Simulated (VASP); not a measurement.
Wanted: the native input for a VASP 6.6.1 run.

```yaml
Task: single point
Functional: r2SCAN
Potentials_or_basis: VASP PAW PBE potentials, release 64 (Al, Ga_d, N)
Cutoff: 520 eV
k_mesh: 6 × 6 × 6
Occupations: gaussian, width 0.05 eV
Spin: no spin polarisation
Dipole_correction: no
Further_INCAR_settings: ALGO = Normal; EDIFF = 1e-07; NBANDS = 41
```

The system is AlGa3N4.

```xyz
8
Lattice="4.3537 0.0000 0.0000 0.0000 4.3537 0.0000 0.0000 0.0000 4.4653" Properties=species:S:1:pos:R:3 pbc="T T T"
Al    0.0000    0.0000    0.0000
Ga    2.1769    2.1769    0.0000
Ga    2.1769    0.0000    2.2327
Ga    0.0000    2.1769    2.2327
N     3.2886    3.2886    1.0924
N     3.2886    1.0651    3.3729
N     1.0651    3.2886    3.3729
N     1.0651    1.0651    1.0924
```

This cell differs from its parent crystal: strain -0.025 along x and y, +0.000 along z.

One way to write it, as run:

POSCAR

```
AlGa3N4
1.0
    4.3537108409      0.0000000000      0.0000000000
    0.0000000000      4.3537108409      0.0000000000
    0.0000000000      0.0000000000      4.4653444522
Al Ga N
1 3 4
Direct
    0.0000000000      0.0000000000      0.0000000000
    0.5000000000      0.5000000000      0.0000000000
    0.5000000000      0.0000000000      0.5000000000
    0.0000000000      0.5000000000      0.5000000000
    0.7553510553      0.7553510553      0.2446489447
    0.7553510553      0.2446489447      0.7553510553
    0.2446489447      0.7553510553      0.7553510553
    0.2446489447      0.2446489447      0.2446489447
```

INCAR.step1

```
  ALGO = Normal
  EDIFF = 1E-4
  ENCUT = 520
  GGA = PE
  ISMEAR = 0
  LASPH = True
  LCHARG = False
  LREAL = False
  LWAVE = True
  NBANDS = 41
  NELM = 60
  PREC = Accurate
  SIGMA = 0.05
```

INCAR.step2

```
  ALGO = Normal
  EDIFF = 1E-7
  ENCUT = 520
  ISIF = 2
  ISMEAR = 0
  ISTART = 1
  LASPH = True
  LCHARG = False
  LMIXTAU = True
  LREAL = False
  LWAVE = False
  METAGGA = R2SCAN
  NBANDS = 41
  NELM = 60
  PREC = Accurate
  SIGMA = 0.05
```

KPOINTS

```
k-points
0
Gamma
  6 6 6
```

Potentials or basis: VASP PAW PBE potentials, release 64 (Al, Ga_d, N).

Command:

```bash
$ cat potpaw_PBE.64/Al/POTCAR potpaw_PBE.64/Ga_d/POTCAR potpaw_PBE.64/N/POTCAR > POTCAR
$ cp INCAR.step1 INCAR
$ mpirun -np 1 vasp_std > vasp.out
$ cp INCAR.step2 INCAR
$ mpirun -np 1 vasp_std > vasp.out
```

It gave:

```
Pressure               : 12.1 GPa
Largest force          : 0.103 eV/Å
Band gap on the k mesh : 3.15 eV, direct
```

Caveat: the cell differs from its parent crystal (strain -0.025 along x and y, +0.000 along z); the PAW data sets were made with another functional, which shifts forces and pressure a little.

It took 3.3 min on 1 thread of Intel(R) Xeon(R) 6975P-C (Granite Rapids), with other jobs on the host, peak memory 0.26 GiB.
